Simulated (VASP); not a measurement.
CuAu, 2 atoms in the cell. Symmetry: R-3m, No. 166, trigonal system. Conventional cell: a = 2.886 Å, b = 2.886 Å, c = 12.769 Å, α = 90.00°, β = 90.00°, γ = 120.00°. Within 3.6 Å of Au (site symmetry -3m) lie 6 Cu at 2.70 Å and 6 Au at 2.89 Å. Cu (site symmetry -3m) has 6 Au at 2.70 Å and 6 Cu at 2.89 Å within 3.6 Å. 

| Quantity | Value |
| --- | --- |
| Program | VASP 6.6.1 |
| Task | single point |
| Functional | PBEsol |
| Potentials or basis | VASP PAW PBE potentials, release 64 (Au, Cu) |
| Cutoff | 520 eV |
| k mesh | 8 × 8 × 8 |
| Occupations | fermi-dirac, width 0.05 eV |
| Spin | no spin polarisation |
| Dipole correction | no |
| Further INCAR settings | ALGO = Normal; EDIFF = 1e-07; NBANDS = 18 |

Potentials or basis: VASP PAW PBE potentials, release 64 (Au, Cu).

The run is started by

```bash
$ cat potpaw_PBE.64/Au/POTCAR potpaw_PBE.64/Cu/POTCAR > POTCAR
$ mpirun -np 1 vasp_std > vasp.out
```

Hardware: 1 thread of AMD EPYC 9R45 96-Core Processor (Zen 5), on a shared host.

Problem. Estimate the wall time of this run.

Solution. It took 62 s on 1 thread of AMD EPYC 9R45 96-Core Processor (Zen 5), with other jobs on the host, peak memory 0.2 GiB. Counts: scf iterations 14, k points 65.
